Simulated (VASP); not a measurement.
# ReRhO (P6_3/mmc) in VASP: single point with PBE

Aim: the single point of ReRhO with PBE.

Program: VASP 6.6.1. These are calculated values, not measurements. Logs are shortened: lines on timing, memory, paths and dates and some standing lists are left out, and cuts for length are marked.

## 1. The cell of the first run

Symmetry: P6_3/mmc, No. 194, hexagonal system. The conventional cell has a = 3.648 Å, b = 3.648 Å, c = 6.537 Å, α = 90.00°, β = 90.00°, γ = 120.00°. Re (site symmetry -6m2) has 3 O at 2.11 Å and 6 Rh at 2.67 Å within 2.8 Å. Rh (site symmetry -3m) has 6 Re at 2.67 Å and 6 O at 2.67 Å and 2 Rh at 3.27 Å within 3.5 Å. O (site symmetry -6m2) has 3 Re at 2.11 Å and 6 Rh at 2.67 Å within 2.8 Å.

The cell was built from a structure type or drawn by symmetry, and may not be a known phase.

## 2. Single point, PBE, collinear spin, ferromagnetic start

The input, INCAR:

```
ALGO = Normal
EDIFF = 1E-6
ENCUT = 520
GGA = PE
ISIF = 2
ISMEAR = 0
ISPIN = 2
LASPH = T
LCHARG = F
LMAXMIX = 4
LORBIT = 11
LREAL = F
LWAVE = F
MAGMOM = 1 1 1 1 0 0
NBANDS = 41
NELM = 150
PREC = Accurate
SIGMA = 0.1
```

The input, KPOINTS:

```
k-points
0
Gamma
  6 6 4
```

The input, POSCAR:

```
ReRhO
1.0
    3.6483029900      0.0000000000      0.0000000000
   -1.8241514900      3.1595230700      0.0000000000
    0.0000000000      0.0000000000      6.5374675100
Re Rh O
2 2 2
Direct
    0.6666666700      0.3333333300      0.7500000000
    0.3333333300      0.6666666700      0.2500000000
    0.0000000000      0.0000000000      0.5000000000
    0.0000000000      0.0000000000      0.0000000000
    0.3333333300      0.6666666700      0.7500000000
    0.6666666700      0.3333333300      0.2500000000
```

Potentials or basis: VASP PAW PBE potentials, release 64 (Re, Rh_pv, O).

The run is started by

```
$ cat potpaw_PBE.64/Re/POTCAR potpaw_PBE.64/Rh_pv/POTCAR potpaw_PBE.64/O/POTCAR > POTCAR
$ mpirun -np 1 vasp_std > vasp.out
```

OUTCAR:

```text
EDIFF = 1E-6
   ENCUT = 520
   GGA = PE
   ISIF = 2
   ISMEAR = 0
   ISPIN = 2
   LASPH = T
   LORBIT = 11
   LREAL = F
   NELM = 150
   PREC = Accurate

 ion  position               nearest neighbor table
   1  0.667  0.333  0.750-   5 2.11   5 2.11   5 2.11   3 2.67   4 2.67   3 2.67   4 2.67   3 2.67
                             4 2.67
   2  0.333  0.667  0.250-   6 2.11   6 2.11   6 2.11   3 2.67   4 2.67   4 2.67   3 2.67   4 2.67
                             3 2.67
   3  0.000  0.000  0.500-   1 2.67   2 2.67   5 2.67   6 2.67   2 2.67   5 2.67   1 2.67   6 2.67
                             1 2.67   6 2.67   2 2.67   5 2.67   4 3.27   4 3.27
   4  0.000  0.000  0.000-   1 2.67   2 2.67   5 2.67   6 2.67   2 2.67   5 2.67   1 2.67   6 2.67
                             1 2.67   6 2.67   2 2.67   5 2.67   3 3.27   3 3.27
   5  0.333  0.667  0.750-   1 2.11   1 2.11   1 2.11   4 2.67   3 2.67   4 2.67   3 2.67   4 2.67
                             3 2.67
   6  0.667  0.333  0.250-   2 2.11   2 2.11   2 2.11   4 2.67   3 2.67   3 2.67   4 2.67   3 2.67
                             4 2.67

  LATTYP: Found a hexagonal cell.
 ALAT       =     3.6483029900
 C/A-ratio  =     1.7919201141

  Lattice vectors:

 A1 = (   3.6483029900,   0.0000000000,   0.0000000000)
 A2 = (  -1.8241514900,   3.1595230700,   0.0000000000)
 A3 = (   0.0000000000,   0.0000000000,   6.5374675100)

Analysis of symmetry for initial positions (statically):
=====================================================================
 Subroutine PRICEL returns:
 Original cell was already a primitive cell.

 Routine SETGRP: Setting up the symmetry group for a
 hexagonal supercell.

 Subroutine GETGRP returns: Found 24 space group operations
 (whereof 12 operations were pure point group operations)
 out of a pool of 24 trial point group operations.

The static configuration has the point symmetry D_3d.
 The point group associated with its full space group is D_6h.

Analysis of symmetry for dynamics (positions and initial velocities):
=====================================================================
 Subroutine PRICEL returns:
 Original cell was already a primitive cell.

 Routine SETGRP: Setting up the symmetry group for a
 hexagonal supercell.

 Subroutine GETGRP returns: Found 24 space group operations
 (whereof 12 operations were pure point group operations)
 out of a pool of 24 trial point group operations.

The dynamic configuration has the point symmetry D_3d.
 The point group associated with its full space group is D_6h.

Analysis of structural, dynamic, and magnetic symmetry:
=====================================================================
 Subroutine PRICEL returns:
[... 154 lines left out ...]

 Free energy of the ion-electron system (eV)
  ---------------------------------------------------
  ext. energy  EPLUGINS =         0.00000000
  ---------------------------------------------------
  free energy    TOTEN  =       -46.88302957 eV

  energy without entropy =      -46.84447227  energy(sigma->0) =      -46.86375092

 E-fermi :   8.3561     XC(G=0): -13.1546

 val. band max:        8.3064826839   @ k =   0.1667   0.1667   0.2500
 cond. band min:       8.3883862182   @ k =   0.1667   0.0000   0.2500
 fundamental gap:      0.0819035343
 Fermi energy:         8.3560521614

 spin component 1

 k-point     1 :       0.0000    0.0000    0.0000
  band No.  band energies     occupation
      1     -37.5742      1.00000
      2     -37.5162      1.00000
      3     -37.3676      1.00000
      4     -37.3676      1.00000
      5     -37.3659      1.00000
      6     -37.3659      1.00000
[... 892 lines left out ...]
     39      15.2129      0.00000
     40      15.2129      0.00000
 Fermi energy:         8.3560521614

 spin component 2

 k-point     1 :       0.0000    0.0000    0.0000
  band No.  band energies     occupation
      1     -37.5743      1.00000
      2     -37.5163      1.00000
      3     -37.3677      1.00000
      4     -37.3677      1.00000
      5     -37.3660      1.00000
      6     -37.3660      1.00000
[... 892 lines left out ...]
     39      15.2132      0.00000
     40      15.2132      0.00000
 [bands above 40 left out]

------------------------ aborting loop because EDIFF is reached ----------------------------------------

  FORCE on cell =-STRESS in cart. coord.  units (eV):
  Direction    XX          YY          ZZ          XY          YZ          ZX
  --------------------------------------------------------------------------------------
  -------------------------------------------------------------------------------------
  Total       -2.9318319     -2.9318319      6.7716925     -0.0000000     -0.0000000      0.0000000
  in kB      -62.3343852    -62.3343852    143.9745848     -0.0000001     -0.0000000      0.0000000
  external PRESSURE =       6.4352715 kB  Pullay stress =       0.0000000 kB

 VOLUME and BASIS-vectors are now :
 -----------------------------------------------------------------------------
  energy-cutoff  :      520.00
  volume of cell :       75.36
      direct lattice vectors                 reciprocal lattice vectors
     3.648302990  0.000000000  0.000000000     0.274100041  0.158251732  0.000000000
    -1.824151490  3.159523070  0.000000000     0.000000000  0.316503465  0.000000000
     0.000000000  0.000000000  6.537467510     0.000000000  0.000000000  0.152964431

 POSITION                                       TOTAL-FORCE (eV/Angst)
 -----------------------------------------------------------------------------------
      1.82415      1.05317      4.90310        -0.000000     -0.000000      0.000000
     -0.00000      2.10635      1.63437         0.000000      0.000000      0.000000
      0.00000      0.00000      3.26873        -0.000000     -0.000000      0.000000
      0.00000      0.00000      0.00000        -0.000000     -0.000000      0.000000
     -0.00000      2.10635      4.90310         0.000000      0.000000      0.000000
      1.82415      1.05317      1.63437        -0.000000     -0.000000      0.000000
 -----------------------------------------------------------------------------------
    total drift:                               -0.000012      0.000007     -0.000000

  FREE ENERGIE OF THE ION-ELECTRON SYSTEM (eV)
  ---------------------------------------------------
  free  energy   TOTEN  =       -46.8830295723 eV

  energy  without entropy=      -46.8444722746  energy(sigma->0) =      -46.86375092

 total charge

# of ion       s       p       d       tot
------------------------------------------
    1        0.559   0.486   4.682   5.728
    2        0.559   0.486   4.682   5.728
    3        0.389   6.197   7.323  13.909
    4        0.389   6.197   7.323  13.909
    5        1.600   3.324   0.000   4.923
    6        1.600   3.324   0.000   4.923
--------------------------------------------------
tot          5.097  20.015  24.010  49.121

 magnetization (x)

# of ion       s       p       d       tot
------------------------------------------
    1        0.000   0.000   0.001   0.001
    2        0.000   0.000   0.001   0.001
    3       -0.000   0.000  -0.000  -0.000
    4       -0.000   0.000  -0.000  -0.000
    5        0.000   0.000   0.000   0.000
    6        0.000   0.000   0.000   0.000
--------------------------------------------------
tot          0.000   0.000   0.001   0.002
```

Run time: 4.8 min. Hardware: 1 thread of Intel Xeon 8259CL, shared host; peak memory 0.28 GiB.

Results:

```
Free energy                                           : -46.8830 eV
Pressure                                              : 0.6 GPa
Band gap on the k mesh                                : zero (filled and empty bands overlap)
Net moment                                            : 0.00 μB per cell
Valence electrons inside the program's atomic spheres : Re 5.73; Rh 13.91; O 4.92
```

Stress tensor (GPa, compression positive):
```
-6.23  0.00  0.00
 0.00 -6.23  0.00
 0.00  0.00 14.40
```

Caveat: spin-orbit coupling is left out, which moves the levels of the heavy elements.
